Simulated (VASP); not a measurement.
# MoS2 (P-3m1) in VASP: further runs, part 2 of 3

VASP 6.6.1.

## 3. Vibrations by perturbation theory, PBE

Input file INCAR:

```
SYSTEM = MoS2
  ALGO = Normal
  EDIFF = 1E-8
  ENCUT = 520
  GGA = PE
  IBRION = 8
  ISIF = 2
  ISMEAR = -1
  LASPH = .True.
  LCHARG = .False.
  LREAL = .False.
  LWAVE = .False.
  NBANDS = 20
  NELM = 80
  NSW = 1
  PREC = Accurate
  SIGMA = 0.05
```

Input file KPOINTS:

```
k-points
0
Gamma
  7 7 3
  0 0 0
```

Input file POSCAR:

```
MoS2
1.0
    3.2274645616      0.0000000000      0.0000000000
   -1.6137322808      2.7950663001      0.0000000000
    0.0000000000      0.0000000000      6.3124734200
Mo S
1 2
Direct
    0.0000000000      0.0000000000      0.5000000000
    0.6666666667      0.3333333333      0.7446806800
    0.3333333333      0.6666666667      0.2553193200
```

Potentials or basis: VASP PAW PBE potentials, release 64 (Mo_sv, S).

Launch:

```
$ cat potpaw_PBE.64/Mo_sv/POTCAR potpaw_PBE.64/S/POTCAR > POTCAR
$ mpirun -np 1 vasp_std > vasp.out
```

OUTCAR:

```text
SYSTEM = MoS2
   EDIFF = 1E-8
   ENCUT = 520
   GGA = PE
   IBRION = 8
   ISIF = 2
   ISMEAR = -1
   LASPH = .True.
   LREAL = .False.
   NELM = 80
   NSW = 1
   PREC = Accurate

 ion  position               nearest neighbor table
   1  0.000  0.000  0.500-   2 2.42   3 2.42   3 2.42   2 2.42   2 2.42   3 2.42
   2  0.667  0.333  0.745-   1 2.42   1 2.42   1 2.42
   3  0.333  0.667  0.255-   1 2.42   1 2.42   1 2.42

  LATTYP: Found a hexagonal cell.
 ALAT       =     3.2274645616
 C/A-ratio  =     1.9558614199

  Lattice vectors:

 A1 = (   3.2274645616,   0.0000000000,   0.0000000000)
 A2 = (  -1.6137322808,   2.7950663001,   0.0000000000)
 A3 = (   0.0000000000,   0.0000000000,   6.3124734200)

Analysis of symmetry for initial positions (statically):
=====================================================================
 Subroutine PRICEL returns:
 Original cell was already a primitive cell.

 Routine SETGRP: Setting up the symmetry group for a
 hexagonal supercell.

 Subroutine GETGRP returns: Found 12 space group operations
 (whereof 12 operations were pure point group operations)
 out of a pool of 24 trial point group operations.

The static configuration has the point symmetry D_3d.

Analysis of symmetry for dynamics (positions and initial velocities):
=====================================================================
 Subroutine PRICEL returns:
 Original cell was already a primitive cell.

 Routine SETGRP: Setting up the symmetry group for a
 hexagonal supercell.

 Subroutine GETGRP returns: Found 12 space group operations
 (whereof 12 operations were pure point group operations)
 out of a pool of 24 trial point group operations.

The dynamic configuration has the point symmetry D_3d.

 Subroutine INISYM returns: Found 12 space group operations
 (whereof 12 operations are pure point group operations),
 and found     1 'primitive' translations

----------------------------------------------------------------------------------------

                                     Primitive cell

  volume of cell :      56.9447

  direct lattice vectors                    reciprocal lattice vectors
     3.227464562  0.000000000  0.000000000     0.309840737  0.178886633  0.000000000
    -1.613732281  2.795066300  0.000000000     0.000000000  0.357773266  0.000000000
     0.000000000  0.000000000  6.312473420     0.000000000  0.000000000  0.158416509

[... 141 lines left out ...]
      4     -28.8988      2.00000
      5      -7.9036      2.00000
      6      -6.4618      2.00000
[... 449 lines left out ...]
     19      14.3480      0.00000
     20      15.3283      0.00000

------------------------ aborting loop because EDIFF is reached ----------------------------------------

  FORCE on cell =-STRESS in cart. coord.  units (eV):
  Direction    XX          YY          ZZ          XY          YZ          ZX
  --------------------------------------------------------------------------------------
  -------------------------------------------------------------------------------------
  Total        0.1194122      0.1194122      1.0406420      0.0000000      0.0000000      0.0000000
  in kB        3.3597441      3.3597441     29.2791710      0.0000000      0.0000000      0.0000000
  external PRESSURE =      11.9995531 kB  Pullay stress =       0.0000000 kB

 VOLUME and BASIS-vectors are now :
 -----------------------------------------------------------------------------
  energy-cutoff  :      520.00
  volume of cell :       56.94
      direct lattice vectors                 reciprocal lattice vectors
     3.227464562  0.000000000  0.000000000     0.309840737  0.178886633  0.000000000
    -1.613732281  2.795066300  0.000000000     0.000000000  0.357773266  0.000000000
     0.000000000  0.000000000  6.312473420     0.000000000  0.000000000  0.158416509

 POSITION                                       TOTAL-FORCE (eV/Angst)
 -----------------------------------------------------------------------------------
      0.00000      0.00000      3.15624        -0.000000      0.000000     -0.000000
      1.61373      0.93169      4.70078        -0.000000      0.000000      0.256316
     -0.00000      1.86338      1.61170         0.000000      0.000000     -0.256316
 -----------------------------------------------------------------------------------
    total drift:                                0.000000     -0.000000      0.000000

  FREE ENERGIE OF THE ION-ELECTRON SYSTEM (eV)
  ---------------------------------------------------
  free  energy   TOTEN  =       -21.0084165191 eV

  energy  without entropy=      -20.9922671963  energy(sigma->0) =      -21.00034186

[... ionic steps 2 to 3 ...]

--------------------------------------- Ionic step        4  -------------------------------------------

------------------------ aborting loop because EDIFF is reached ----------------------------------------
[... 11 lines left out ...]
[... ionic steps 8 to 8 ...]

--------------------------------------- Ionic step        9  -------------------------------------------

 Free energy of the ion-electron system (eV)
  ---------------------------------------------------
  ---------------------------------------------------
  free energy    TOTEN  =        -0.13306338 eV

  energy without entropy =       -0.13306297

------------------------ aborting loop because EDIFF is reached ----------------------------------------

 INTERNAL STRAIN TENSOR  FOR ION    2  DIRECTION 3   (eV/Angst):
 -----------------------------------------------------------------------------
   -11.98486  0.00000 -0.00000
     0.00000-11.98486  0.00000
    -0.00000  0.00000-23.06467

 INTERNAL STRAIN TENSOR FOR ION    3 for displacements in x,y,z  (eV/Angst):
          X           Y           Z          XY          YZ          ZX
  --------------------------------------------------------------------------------
  x     0.00000     0.00000     0.00000     4.44912     0.00000    11.01141
  y     4.44912    -4.44912     0.00000     0.00000    12.56876     0.00000
  z    11.98486    11.98486    23.06467    -0.00000    -0.00000    -0.00000

 SECOND DERIVATIVES (NOT SYMMETRIZED)
 ------------------------------------
               1X          1Y          1Z          2X          2Y          2Z          3X          3Y          3Z
  1X    -7.092599    0.000000    0.000000    3.546299    0.000000    0.000000    3.546299    0.000000    0.000000
  1Y     0.000000   -7.092599    0.000000    0.000000    3.546299    0.000000    0.000000    3.546299    0.000000
  1Z     0.000000    0.000000  -23.041177    0.000000    0.000000   11.520589    0.000000    0.000000   11.520589
  2X     3.558284    0.000000    0.000000   -5.691551    0.000000    0.000000    2.133267    0.000000    0.000000
  2Y     0.000000    3.558284    0.000000    0.000000   -5.691551    0.000000   -0.000000    2.133267    0.000000
  2Z     0.000000    0.000000   11.553451    0.000000   -0.000000  -13.686973   -0.000000    0.000000    2.133522
  3X     3.558284    0.000000    0.000000    2.133267    0.000000    0.000000   -5.691551    0.000000    0.000000
  3Y     0.000000    3.558284    0.000000   -0.000000    2.133267    0.000000    0.000000   -5.691551    0.000000
  3Z     0.000000    0.000000   11.553451   -0.000000    0.000000    2.133522    0.000000   -0.000000  -13.686973

 Eigenvectors and eigenvalues of the dynamical matrix
 ----------------------------------------------------

   1 f  =   12.114194 THz    76.115728 2PiTHz  404.086026 cm-1    50.100259 meV
             X         Y         Z           dx          dy          dz
      0.000000  0.000000  3.156237    -0.000000    0.000000   -0.632425
      1.613732  0.931689  4.700777    -0.000000    0.000000    0.547740
     -0.000000  1.863378  1.611696     0.000000   -0.000000    0.547740
[... 43 lines left out ...]
   9 f/i=    0.008452 THz     0.053107 2PiTHz    0.281937 cm-1     0.034956 meV
             X         Y         Z           dx          dy          dz
      0.000000  0.000000  3.156237    -0.000000   -0.000000    0.774622
      1.613732  0.931689  4.700777    -0.000000   -0.000000    0.447192
     -0.000000  1.863378  1.611696    -0.000000   -0.000000    0.447192

--------------------------------------------------------------------------------------------------------

 ELASTIC MODULI CONTR FROM IONIC RELAXATION (kBar)
 Direction    XX          YY          ZZ          XY          YZ          ZX
 --------------------------------------------------------------------------------
 XX        -653.2486   -368.5458   -983.2130      0.0000   -402.1424      0.0000
 YY        -368.5458   -653.2486   -983.2130      0.0000    402.1424      0.0000
 ZZ        -983.2130   -983.2130  -1892.1768      0.0000      0.0000      0.0000
 XY           0.0000      0.0000      0.0000   -142.3514     -0.0000   -352.3144
 YZ        -402.1424    402.1424      0.0000     -0.0000  -1136.0514     -0.0000
 ZX           0.0000      0.0000      0.0000   -352.3144     -0.0000   -871.9649
 --------------------------------------------------------------------------------
```

stdout:

```text
POSCAR found type information on POSCAR MoS
 POSCAR found :  2 types and       3 ions
 scaLAPACK will be used
 LDA part: xc-table for (Slater+PW92), standard interpolation
 POSCAR, INCAR and KPOINTS ok, starting setup
 FFT: planning ... GRIDC
 FFT: planning ... GRID_SOFT
 FFT: planning ... GRID
 WAVECAR not read
 entering main loop
 Linear response reoptimize wavefunctions to high precision
 Linear response DOF=           4
 Linear response progress:
 first order change of Fermi-energy   0.71415E-03
 force on displaced ion       1 direction 1 :  -7.093   0.000   0.000
 Linear response progress:
 first order change of Fermi-energy   0.24372E-02
 force on displaced ion       1 direction 3 :   0.000  -0.000 -23.041
 Linear response progress:
 first order change of Fermi-energy   0.33934E-04
 force on displaced ion       2 direction 1 :  -5.692  -0.000   0.000
 Linear response progress:
 first order change of Fermi-energy  -0.35370E+00
 force on displaced ion       2 direction 3 :   0.000   0.000 -13.687
 Linear response finished
```

Run time: 2.8 min. Hardware: 1 thread of Intel Xeon Platinum 8559C (Emerald Rapids), shared host; peak memory 0.34 GiB.

What came out:

```
Highest phonon frequency at Γ, LO-TO splitting left out : 404 cm⁻¹
```

Phonon frequencies in cm⁻¹ (negative: imaginary):
```csv
q point,frequencies
"(0.000, 0.000, 0.000)",0 0 0 224 224 258 258 366 404
```

Caveat: the cell wasn't relaxed at this level first, which shifts response properties; this functional lacks dispersion, which binds the layers, so the pressure and a relaxed spacing across them are unreliable.

[end of part 2 of 3]
